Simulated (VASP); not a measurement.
# Al2InN3 (Pmmm) in VASP: relaxation of cell and atoms with PBE

Aim: the relaxation of cell and atoms of Al2InN3 with PBE.

All numbers are computed with VASP 6.6.1; they aren't measurements. Logs are shortened: lines on timing, memory, paths and dates and some standing lists are left out, and cuts for length are marked.

### Step 1. The cell of the first run

Symmetry: Pmmm, No. 47, orthorhombic system. Conventional cell: a = 2.969 Å, b = 5.129 Å, c = 6.055 Å, α = 90.00°, β = 90.00°, γ = 90.00°. Al (site symmetry mm2) has 4 N at 2.21 Å and 2 In at 2.26 Å and 1 Al at 2.63 Å within 2.9 Å. Within 3.0 Å of In (site symmetry mmm) lie 4 Al at 2.26 Å and 4 N at 2.96 Å and 2 In at 2.97 Å. N (site symmetry m2m) has 1 N at 1.95 Å and 4 Al at 2.21 Å within 2.6 Å. Within 3.9 Å of N (site symmetry mmm) lie 4 In at 2.96 Å and 10 N at 2.97 to 3.73 Å and 4 Al at 3.08 Å.

### Step 2. Relaxation of cell and atoms, PBE, collinear spin, ferromagnetic start

Contents of INCAR:

```
SYSTEM = Al2InN3
ALGO = Normal ; EDIFF = 1E-7
EDIFFG = -0.04 ; ENCUT = 600
GGA = PE ; IBRION = 2
ISIF = 3 ; ISMEAR = 0
ISPIN = 2 ; LASPH = .True.
LCHARG = .False. ; LORBIT = 11
LREAL = .False. ; LWAVE = .False.
MAGMOM = 0 0 0 1 1 1 ; NELM = 150
NSW = 90 ; PREC = Accurate
SIGMA = 0.1
```

Contents of KPOINTS:

```
k-points
0
Gamma
  6 4 4
  0 0 0
```

Contents of POSCAR:

```
Al2InN3
1.0
    2.9688087900      0.0000000000      0.0000000000
    0.0000000000      5.1291202300      0.0000000000
    0.0000000000      0.0000000000      6.0546431700
Al In N
2 1 3
Direct
    0.0000000000      0.5000000000      0.7824531700
    0.0000000000      0.5000000000      0.2175468300
    0.5000000000      0.5000000000      0.5000000000
    0.5000000000      0.6904240900      0.0000000000
    0.5000000000      0.3095759100      0.0000000000
    0.0000000000      0.0000000000      0.5000000000
```

Potentials or basis: VASP PAW PBE potentials, release 64 (Al, In_d, N).

On the command line:

```bash
$ cat potpaw_PBE.64/Al/POTCAR potpaw_PBE.64/In_d/POTCAR potpaw_PBE.64/N/POTCAR > POTCAR
$ mpirun -np 1 vasp_std > vasp.out
```

OUTCAR:

```text
SYSTEM = Al2InN3
   EDIFF = 1E-7
   EDIFFG = -0.04
   ENCUT = 600
   GGA = PE
   IBRION = 2
   ISIF = 3
   ISMEAR = 0
   ISPIN = 2
   LASPH = .True.
   LORBIT = 11
   LREAL = .False.
   NELM = 150
   NSW = 90
   PREC = Accurate

 ion  position               nearest neighbor table
   1  0.000  0.500  0.782-   4 2.21   5 2.21   4 2.21   5 2.21   3 2.26   3 2.26   2 2.63
   2  0.000  0.500  0.218-   4 2.21   5 2.21   4 2.21   5 2.21   3 2.26   3 2.26   1 2.63
   3  0.500  0.500  0.500-   1 2.26   2 2.26   1 2.26   2 2.26
   4  0.500  0.690  0.000-   1 2.21   2 2.21   1 2.21   2 2.21
   5  0.500  0.310  0.000-   1 2.21   2 2.21   1 2.21   2 2.21
   6  0.000  0.000  0.500-

  LATTYP: Found a simple orthorhombic cell.
 ALAT       =     2.9688087900
 B/A-ratio  =     1.7276694435
 C/A-ratio  =     2.0394183655

  Lattice vectors:

 A1 = (   2.9688087900,   0.0000000000,   0.0000000000)
 A2 = (   0.0000000000,   5.1291202300,   0.0000000000)
 A3 = (   0.0000000000,   0.0000000000,   6.0546431700)

Analysis of symmetry for initial positions (statically):
=====================================================================
 Subroutine PRICEL returns:
 Original cell was already a primitive cell.

 Routine SETGRP: Setting up the symmetry group for a
 simple orthorhombic supercell.

 Subroutine GETGRP returns: Found  8 space group operations
 (whereof  8 operations were pure point group operations)
 out of a pool of  8 trial point group operations.

The static configuration has the point symmetry D_2h.

Analysis of symmetry for dynamics (positions and initial velocities):
=====================================================================
 Subroutine PRICEL returns:
 Original cell was already a primitive cell.

 Routine SETGRP: Setting up the symmetry group for a
 simple orthorhombic supercell.

 Subroutine GETGRP returns: Found  8 space group operations
 (whereof  8 operations were pure point group operations)
 out of a pool of  8 trial point group operations.

The dynamic configuration has the point symmetry D_2h.

Analysis of structural, dynamic, and magnetic symmetry:
=====================================================================
 Subroutine PRICEL returns:
 Original cell was already a primitive cell.

 Routine SETGRP: Setting up the symmetry group for a
 simple orthorhombic supercell.

 Subroutine GETGRP returns: Found  8 space group operations
 (whereof  8 operations were pure point group operations)
 out of a pool of  8 trial point group operations.

The overall configuration has the point symmetry D_2h.

 Subroutine INISYM returns: Found  8 space group operations
 (whereof  8 operations are pure point group operations),
 and found     1 'primitive' translations

----------------------------------------------------------------------------------------

                                     Primitive cell

  volume of cell :      92.1963

  direct lattice vectors                    reciprocal lattice vectors
     2.968808790  0.000000000  0.000000000     0.336835435  0.000000000  0.000000000
     0.000000000  5.129120230  0.000000000     0.000000000  0.194965209  0.000000000
     0.000000000  0.000000000  6.054643170     0.000000000  0.000000000  0.165162500

  length of vectors
     2.968808790  5.129120230  6.054643170     0.336835435  0.194965209  0.165162500

  position of ions in fractional coordinates (direct lattice)
     0.000000000  0.500000000  0.782453170
     0.000000000  0.500000000  0.217546830
     0.500000000  0.500000000  0.500000000
     0.500000000  0.690424090  0.000000000
     0.500000000  0.309575910  0.000000000
     0.000000000  0.000000000  0.500000000

  ion indices of the primitive-cell ions
   primitive index   ion index
                 1           1
                 2           2
                 3           3
                 4           4
                 5           5
                 6           6

----------------------------------------------------------------------------------------

 KPOINTS: k-points

Automatic generation of k-mesh.
 Grid dimensions read from file:
 generate k-points for:    6    4    4

 Generating k-lattice:

  Cartesian coordinates                     Fractional coordinates (reciprocal lattice)
     0.056139239  0.000000000  0.000000000     0.166666667  0.000000000  0.000000000
     0.000000000  0.048741302  0.000000000     0.000000000  0.250000000  0.000000000
     0.000000000  0.000000000  0.041290625     0.000000000  0.000000000  0.250000000

  Length of vectors
     0.056139239  0.048741302  0.041290625

  Shift w.r.t. Gamma in fractional coordinates (k-lattice)
     0.000000000  0.000000000  0.000000000

 Subroutine IBZKPT returns following result:
 ===========================================

 Found     36 irreducible k-points:

 Following reciprocal coordinates:
            Coordinates               Weight
  0.000000  0.000000  0.000000      1.000000
  0.166667  0.000000  0.000000      2.000000
  0.333333  0.000000  0.000000      2.000000
  0.500000  0.000000  0.000000      1.000000
  0.000000  0.250000  0.000000      2.000000
  0.166667  0.250000  0.000000      4.000000
[... 16 lines left out ...]
  0.333333  0.500000  0.250000      4.000000
  0.500000  0.500000  0.250000      2.000000
 [... further k-points ...]
   k-points           NKPTS =     36   k-points in BZ     NKDIM =     36   number of bands    NBANDS=     23
   number of dos      NEDOS =    301   number of ions     NIONS =      6
   total plane-waves  NPLWV =  48384
   dimension x,y,z NGX =    24 NGY =   42 NGZ =   48
   dimension x,y,z NGXF=    48 NGYF=   84 NGZF=   96
   ions per type =               2   1   3
   NGX,Y,Z   is equivalent  to a cutoff of  13.44, 13.61, 13.18 a.u.
   NGXF,Y,Z  is equivalent  to a cutoff of  26.88, 27.23, 26.36 a.u.
 SYSTEM =  Al2InN3
   PREC   = accura    normal or accurate (medium, high low for compatibility)
   ISTART =      0    job   : 0-new  1-cont  2-samecut
   ICHARG =      2    charge: 1-file 2-atom 10-const
   ISPIN  =      2    spin polarized calculation?
   LNONCOLLINEAR =      F non collinear calculations
   LSORBIT =      F    spin-orbit coupling
   LASPH  =      T    aspherical Exc in radial PAW
   ENCUT  =  600.0 eV  44.10 Ry    6.64 a.u.   5.93 10.24 12.09*2*pi/ulx,y,z
   NELM   =    150;   NELMIN=  2; NELMDL= -5     # of ELM steps
   EDIFF  = 0.1E-06   stopping-criterion for ELM
   LREAL  =      F    real-space projection
   EDIFFG = -.4E-01   stopping-criterion for IOM
   NSW    =     90    number of steps for IOM
   IBRION =      2    ionic relax: 0-MD 1-quasi-New 2-CG
   NFREE  =      1    steps in history (QN), initial steepest desc. (CG)
   ISIF   =      3    stress and relaxation
   ISYM   =      2    0-nonsym 1-usesym 2-fastsym
   POTIM  = 0.5000    time-step for ionic-motion
   TEBEG  =    0.0;   TEEND  =   0.0 temperature during run
   PSTRESS=    0.0 pullay stress
   NELECT =      34.0000    total number of electrons
   NUPDOWN=      -1.0000    fix difference up-down
   EMIN   =  10.00;   EMAX   =-10.00  energy-range for DOS
   EFERMI =   0.00;   METHOD = LEGACY
   ISMEAR =     0;   SIGMA  =   0.10  broadening in eV -4-tet -1-fermi 0-gaus
   EFERMI_NEDOS =   21; number of points for ismear=-14 and -15
   IALGO  =     38    algorithm
   IMIX   =      4    mixing-type and parameters
     AMIX     =   0.40;   BMIX     =  1.00
     AMIX_MAG =   1.60;   BMIX_MAG =  1.00
  volume/ion in A,a.u.               =      15.37       103.70
  Fermi-wavevector in a.u.,A,eV,Ry     =   1.173987  2.218514 18.752165  1.378245
  Thomas-Fermi vector in A             =   2.310391
   LORBIT       =     11    0 simple, 1 ext, 2 COOP (PROOUT), +10 PAW based schemes
   GGA     = PE    functional components
   LHFCALC =     F    Hartree Fock is set to
   AEXX    =    0.0000 exact exchange contribution
   IVDW    =     0    specifies the selected vdW correction
   LEPSILON=     F    determine dielectric tensor
   LRPA    =     F    only Hartree local field effects (RPA)
 conjugate gradient relaxation of ions
 spin polarized calculation
 Gauss-broadening in eV      SIGMA  =   0.10
  energy-cutoff  :      600.00
  volume of cell :       92.20
 maximum number of plane-waves:      3104
 NGX is ok and might be reduce to    24
   NGX = 11   NGY = 21   NGZ = 25

--------------------------------------- Ionic step        1  -------------------------------------------

 number of electron      34.0000005 magnetization       1.9686628

 Free energy of the ion-electron system (eV)
  ---------------------------------------------------
  ext. energy  EPLUGINS =         0.00000000
  ---------------------------------------------------
  free energy    TOTEN  =       -23.92561811 eV

  energy without entropy =      -23.91470047  energy(sigma->0) =      -23.92015929

------------------------ aborting loop because EDIFF is reached ----------------------------------------

  FORCE on cell =-STRESS in cart. coord.  units (eV):
  Direction    XX          YY          ZZ          XY          YZ          ZX
  --------------------------------------------------------------------------------------
  -------------------------------------------------------------------------------------
  Total        9.6222352    -10.2788823     22.5766123      0.0000000      0.0000000      0.0000000
  in kB      167.2140981   -178.6252365    392.3337753      0.0000000      0.0000000      0.0000000
  external PRESSURE =     126.9742123 kB  Pullay stress =       0.0000000 kB
[... 29 lines left out ...]
 number of electron      34.0000007 magnetization      -0.0000612

 number of electron      34.0000007 magnetization       0.0000586

------------------------ aborting loop EDIFF was not reached (unconverged)  ----------------------------

  FORCE on cell =-STRESS in cart. coord.  units (eV):
  Direction    XX          YY          ZZ          XY          YZ          ZX
  --------------------------------------------------------------------------------------
  -------------------------------------------------------------------------------------
  Total      -15.2949609     -3.0876672      7.7205985      0.0000000      0.0000000      0.0000000
  in kB     -227.6154571    -45.9498250    114.8958507      0.0000000      0.0000000      0.0000000
  external PRESSURE =     -52.8898105 kB  Pullay stress =       0.0000000 kB
[... 63 lines left out ...]
  FREE ENERGIE OF THE ION-ELECTRON SYSTEM (eV)
  ---------------------------------------------------
  free  energy   TOTEN  =       -27.7343932839 eV

  energy  without entropy=      -27.7067413560  energy(sigma->0) =      -27.72056732

 E-fermi :   5.1522     XC(G=0):  -9.7844

 val. band max:        5.1258829615   @ k =   0.5000   0.0000   0.2500
 cond. band min:       5.1827445216   @ k =   0.1667   0.0000   0.5000
 fundamental gap:      0.0568615601
 Fermi energy:         5.1522492047

 spin component 1

 k-point     1 :       0.0000    0.0000    0.0000
  band No.  band energies     occupation
      1     -13.9898      1.00000
      2     -10.1213      1.00000
      3      -9.5277      1.00000
      4      -9.1750      1.00000
      5      -9.0837      1.00000
      6      -8.9521      1.00000
[... 1241 lines left out ...]
     22       9.7988      0.00000
     23       9.8798      0.00000

 [... further k-points ...]

[... ionic steps 4 to 13 ...]

--------------------------------------- Ionic step       14  -------------------------------------------

 number of electron      34.0000008 magnetization      -0.0000012

------------------------ aborting loop because EDIFF is reached ----------------------------------------
[... 75 lines left out ...]
--------------------------------------- Ionic step       16  -------------------------------------------

 number of electron      34.0000008 magnetization      -0.0000004

 Free energy of the ion-electron system (eV)
  ---------------------------------------------------
  ext. energy  EPLUGINS =         0.00000000
  ---------------------------------------------------
  free energy    TOTEN  =       -29.81780680 eV

  energy without entropy =      -29.80316031  energy(sigma->0) =      -29.81048355

 E-fermi :   6.2318     XC(G=0): -10.2963

 val. band max:        6.2308411410   @ k =   0.5000   0.0000   0.2500
 cond. band min:       6.2452512050   @ k =   0.1667   0.2500   0.2500
 fundamental gap:      0.0144100641
 Fermi energy:         6.2317983019

 spin component 1

 k-point     1 :       0.0000    0.0000    0.0000
  band No.  band energies     occupation
      1     -12.9291      1.00000
      2      -9.0475      1.00000
      3      -8.6635      1.00000
      4      -8.0750      1.00000
      5      -8.0346      1.00000
      6      -7.8772      1.00000
[... 1276 lines left out ...]
  FREE ENERGIE OF THE ION-ELECTRON SYSTEM (eV)
  ---------------------------------------------------
  free  energy   TOTEN  =       -29.8178067968 eV

  energy  without entropy=      -29.8031603085  energy(sigma->0) =      -29.81048355

 reached required accuracy - stopping structural energy minimisation

 total charge

# of ion       s       p       d       tot
------------------------------------------
    1        0.352   0.360   0.000   0.712
    2        0.352   0.360   0.000   0.712
    3        0.808   0.703   9.935  11.445
    4        1.299   2.353   0.000   3.652
    5        1.299   2.353   0.000   3.652
    6        1.336   2.096   0.000   3.432
--------------------------------------------------
tot          5.446   8.225   9.935  23.606

 magnetization (x)

# of ion       s       p       d       tot
------------------------------------------
    1       -0.000  -0.000   0.000  -0.000
    2       -0.000  -0.000   0.000  -0.000
    3        0.000   0.000  -0.000   0.000
    4       -0.000  -0.000   0.000  -0.000
    5       -0.000  -0.000   0.000  -0.000
    6        0.000  -0.000   0.000  -0.000
--------------------------------------------------
tot         -0.000  -0.000  -0.000  -0.000
```

Run time: 59 min. Hardware: 1 thread of Intel Xeon Platinum 8259CL at 2.50GHz (Skylake/Cascade Lake), shared host; peak memory 0.37 GiB.

What came out:

| Quantity | Value |
| --- | --- |
| Free energy | -29.8178 eV |
| Relaxed volume | 13.92 Å³/atom |
| Relaxed cell | a = 2.803 Å, b = 4.009 Å, c = 7.431 Å, α = 90.00°, β = 90.00°, γ = 90.00° |
| Space group after relaxing (to 0.05 Å) | Pmmm (No. 47) |
| Energy gained by relaxing | 982.0 meV/atom |
| Ionic steps | 16 |
| Pressure after relaxing | 0.1 GPa |
| Largest force after relaxing | 0.038 eV/Å |
| Band gap on the k mesh | zero (filled and empty bands overlap) |
| Net moment | 0.00 μB per cell |
| Valence electrons inside the program's atomic spheres | Al 0.71; In 11.45; N 3.65, 3.43 |

Forces in eV/Å, atoms in the order of the input:
```
Al   0.000  0.000  0.003
Al   0.000  0.000 -0.003
In   0.000  0.000  0.000
N    0.000  0.038  0.000
N    0.000 -0.038  0.000
N    0.000  0.000  0.000
```

Stress tensor (GPa, compression positive):
```
 0.03  0.00  0.00
 0.00 -0.08  0.00
 0.00  0.00  0.27
```

The path:
| step | energy change (eV) | largest force (eV/Å) | pressure (GPa) | volume (Å³) |
| --- | --- | --- | --- | --- |
| 1 | 0.0000 | 8.6994 | 12.70 | 92.20 |
| 2 | -3.0832 | 4.6405 | -5.29 | 107.66 |
| 3 | -3.8088 | 0.5298 | -6.66 | 102.20 |
| 4 | -3.8149 | 0.9432 | -6.83 | 102.79 |
| 5 | -5.2965 | 2.0166 | -2.87 | 95.00 |
| 6 | -5.3722 | 2.4482 | -0.74 | 93.00 |
| 7 | -5.5427 | 1.2016 | -4.99 | 91.09 |
| 8 | -5.5890 | 0.5022 | -3.85 | 91.75 |
| 9 | -5.7721 | 0.0771 | -0.92 | 86.75 |
| 10 | -5.8427 | 0.1665 | 3.15 | 81.89 |
| 11 | -5.8570 | 0.3343 | 0.21 | 82.07 |
| 12 | -5.8829 | 0.1724 | 1.39 | 82.01 |
| 13 | -5.8917 | 0.0724 | 0.01 | 83.39 |
| 14 | -5.8918 | 0.0764 | -0.14 | 83.55 |
| 15 | -5.8921 | 0.0692 | 0.17 | 83.47 |
| 16 | -5.8922 | 0.0377 | 0.07 | 83.49 |

Final structure:
```xyz
6
Lattice="2.8028 0.0000 0.0000 0.0000 4.0086 0.0000 0.0000 0.0000 7.4312" Properties=species:S:1:pos:R:3 pbc="T T T"
Al    0.0000    2.0043    6.2149
Al    0.0000    2.0043    1.2163
In    1.4014    2.0043    3.7156
N     1.4014    2.8444    0.0000
N     1.4014    1.1643    0.0000
N     0.0000    0.0000    3.7156
```

Levels at points of the mesh, in eV from the Fermi level:
Spin up:
```csv
k point,band 15,band 16,band 17,band 18,band 19,band 20
"(0.00, 0.00, 0.00)",-1.96,0.33,0.39,0.48,0.64,4.38
"(0.50, 0.00, 0.00)",-1.44,-1.06,-0.92,0.76,1.15,1.21
"(0.00, 0.50, 0.00)",-1.36,-0.70,-0.16,0.75,1.61,2.43
"(0.50, 0.50, 0.00)",-1.88,-1.73,-1.06,0.17,1.65,1.80
"(0.00, 0.00, 0.50)",-1.85,-0.20,0.32,0.39,3.00,3.76
"(0.50, 0.00, 0.50)",-1.52,-1.07,-0.94,-0.48,1.76,2.44
"(0.00, 0.50, 0.50)",-2.08,-0.16,0.75,0.89,2.22,3.47
"(0.50, 0.50, 0.50)",-1.81,-1.44,-0.94,0.05,0.86,1.37
```
Spin down:
| k point | band 15 | band 16 | band 17 | band 18 | band 19 | band 20 |
| --- | --- | --- | --- | --- | --- | --- |
| (0.00, 0.00, 0.00) | -1.96 | 0.33 | 0.39 | 0.48 | 0.64 | 4.38 |
| (0.50, 0.00, 0.00) | -1.44 | -1.06 | -0.92 | 0.76 | 1.15 | 1.21 |
| (0.00, 0.50, 0.00) | -1.36 | -0.70 | -0.16 | 0.75 | 1.61 | 2.43 |
| (0.50, 0.50, 0.00) | -1.88 | -1.73 | -1.06 | 0.17 | 1.65 | 1.80 |
| (0.00, 0.00, 0.50) | -1.85 | -0.20 | 0.32 | 0.39 | 3.00 | 3.76 |
| (0.50, 0.00, 0.50) | -1.52 | -1.07 | -0.94 | -0.48 | 1.76 | 2.44 |
| (0.00, 0.50, 0.50) | -2.08 | -0.16 | 0.75 | 0.89 | 2.22 | 3.47 |
| (0.50, 0.50, 0.50) | -1.81 | -1.44 | -0.94 | 0.05 | 0.86 | 1.37 |

Caveat: spin-orbit coupling is left out, which moves the levels of the heavy elements.
